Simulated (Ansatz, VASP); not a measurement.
## Ge: VASP beside Ansatz

The input INCAR:

```
ALGO = Normal
EDIFF = 1E-6
EDIFFG = -0.05
ENCUT = 600
GGA = PE
IBRION = 2
ISIF = 3
ISMEAR = 0
LASPH = True
LCHARG = False
LREAL = False
LWAVE = False
NELM = 100
NSW = 80
PREC = Accurate
SIGMA = 0.1
```

The input KPOINTS:

```
k-points
0
Gamma
  6 6 4
```

The input POSCAR:

```
Ge
1.0
    2.2615908648     -3.8281761037      0.0000000000
    2.2615908648      3.8281761037      0.0000000000
    0.0000000000      0.0000000000      4.5392325497
Ge
4
Direct
    0.6562923084      0.3437076916      0.4174800566
    0.8437076916      0.1562923084      0.9174800566
    0.3437076916      0.6562923084      0.5825199434
    0.1562923084      0.8437076916      0.0825199434
```

Input for Ansatz:

```yaml
crystal:
  lattice:
    - [2.2615908648, -3.8281761037, 0.0]
    - [2.2615908648, 3.8281761037, 0.0]
    - [0.0, 0.0, 4.5392325497]
  atoms:
    - { symbol: Ge, position: [0.6562923084, 0.3437076916, 0.4174800566] }
    - { symbol: Ge, position: [0.8437076916, 0.1562923084, 0.9174800566] }
    - { symbol: Ge, position: [0.3437076916, 0.6562923084, 0.5825199434] }
    - { symbol: Ge, position: [0.1562923084, 0.8437076916, 0.0825199434] }
basis:
  ecutwfc: 420
kpoints:
  mp_grid: { grid: [6, 6, 4] }
hamiltonian:
  xc: pbe
scf:
  occupations: { method: gaussian, width: 0.1 }
output:
  forces: true
  stress: true
  eigenvalues: true
relax:
  adjacent_minimum: "off"
  f_tol: 0.05
  max_steps: 60
  cell: { stress_tol: 0.5 }
```

Alike in both runs: task relaxation of cell and atoms; functional PBE; k mesh 6 × 6 × 4; occupations gaussian, width 0.1 eV; no spin polarisation.

```csv
,VASP,Ansatz
version,VASP 6.6.1,Ansatz 0.2.0
potentials or method,"VASP PAW PBE potentials, release 64 (Ge_d), cutoff 600 eV","scalar-relativistic, plane waves, PAW"
valence electrons in the cell,56,56
```

|  | VASP | Ansatz | Ansatz less VASP |
| --- | --- | --- | --- |
| gap on the k mesh at the Fermi level, each at its own relaxed structure (eV) | none | none | - |
| relaxed volume (Å³/atom) | 21.53 | 21.52 | -0.016 |
| relaxed cell length with the largest relative difference (Å) | 4.018 | 4.042 | +0.0239 |

A gap of «none» marks a metal or a gap that the smearing closes.
